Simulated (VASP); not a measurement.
Runs of VASP 6.6.1 on In. The structure is that of space group Pm-3m (No. 221), or close to it. The cells are those of the table. 

```tsv
task	cell	k mesh	cutoff (eV)	gap on the mesh (eV)	pressure (GPa)
single point	a = 2.996 Å, 1 atom	11 × 11 × 11	520	none	(b)
relaxation of cell and atoms	relaxed from a = 3.045 Å, 1 atom	10 × 10 × 10	600	none	0.0
single point	a = 3.167 Å, 1 atom	11 × 11 × 11	520	none	-0.8
single point	a = 3.041 Å, 1 atom	11 × 11 × 11	520	none	3.1
single point	a = 3.126 Å, 1 atom	10 × 10 × 10	520	none	0.0
single point	a = 3.208 Å, 1 atom	11 × 11 × 11	520	none	(a)
single point	a = 3.247 Å, 1 atom	11 × 11 × 11	520	none	-2.2
```

Alike in all rows: level revPBE; potentials or basis VASP PAW PBE potentials, release 64 (In_d); no spin polarisation; smearing fermi-dirac 0.1 eV.

Problem. Fill in the values left out.

Solution. (a) -1.6; (b) 5.1.

Caveats: the PAW data sets were made with another functional, which shifts forces and pressure a little; spin-orbit coupling is left out, which moves the levels of the heavy elements.

A k mesh can miss the band edges, and the runs leave out spin-orbit coupling on In.

A gap of «none» marks levels without a gap at the run's occupations.
